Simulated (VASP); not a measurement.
## Ir: relaxation of cell and atoms with PBE

The system is Ir.

```xyz
4
Lattice="2.7481 0.0000 0.0000 -1.3740 2.3799 0.0000 0.0000 0.0000 8.9068" Properties=species:S:1:pos:R:3 pbc="T T T"
Ir    0.0000    0.0000    0.0000
Ir    0.0000    1.5866    2.2267
Ir    0.0000    0.0000    4.4534
Ir    1.3740    0.7933    6.6801
```

This isn't the form of Ir at room conditions, which is fcc.

| Property | Result |
| --- | --- |
| Program | VASP 6.6.1 |
| Task | relaxation of cell and atoms |
| Functional | PBE |
| Potentials or basis | VASP PAW PBE potentials, release 64 (Ir) |
| Cutoff | 600 eV |
| k mesh | 18 × 18 × 5 |
| Occupations | gaussian, width 0.1 eV |
| Spin | no spin polarisation |
| Dipole correction | no |
| Further INCAR settings | ALGO = Fast; EDIFF = 1e-07; IBRION = 2; EDIFFG = -0.01; NSW = 65; ISIF = 3 |

```json
{
 "Relaxed volume": "14.55 Å³/atom",
 "Relaxed cell": "a = 2.741 Å, b = 2.741 Å, c = 8.943 Å, α = 90.00°, β = 90.00°, γ = 120.00°",
 "Space group after relaxing (to 0.1 Å)": "P6_3/mmc (No. 194)",
 "Energy gained by relaxing": "0.6 meV/atom",
 "Ionic steps": "5",
 "Pressure after relaxing": "0.0 GPa"
}
```

Step by step:
```
step  energy change (eV)  largest force (eV/Å)  pressure (GPa)  volume (Å³)
   1              0.0000                0.0000           -0.32        58.25
   2              0.0002                0.0000            1.14        58.00
   3             -0.0023                0.0000            0.36        58.13
   4             -0.0017                0.0000           -1.02        58.36
   5             -0.0024                0.0000            0.01        58.19
```

Final structure:
```
CELL_PARAMETERS angstrom
2.74106 0.00000 0.00000
-1.37053 2.37383 0.00000
0.00000 0.00000 8.94261
ATOMIC_POSITIONS crystal
Ir 0.00000 0.00000 0.00000
Ir 0.33333 0.66667 0.25000
Ir 0.00000 0.00000 0.50000
Ir 0.66667 0.33333 0.75000
```

Levels at points of the mesh, in eV from the Fermi level:
```tsv
k point	band 13	band 14	band 15	band 16	band 17	band 18	band 19	band 20	band 21	band 22
(0.00, 0.00, 0.00)	-3.35	-3.19	-3.19	-1.74	-1.74	-1.02	-1.02	-0.71	-0.35	-0.35
(0.50, 0.00, 0.00)	-1.93	-0.12	0.81	0.81	0.86	0.86	0.95	1.18	1.19	1.22
```

Run time: 21 min on 1 thread of Intel Xeon 8259CL (shared host), peak memory 0.3 GiB.

Caveat: the highest band is partly filled, so the run has too few bands; spin-orbit coupling is left out, which moves the levels of the heavy elements.
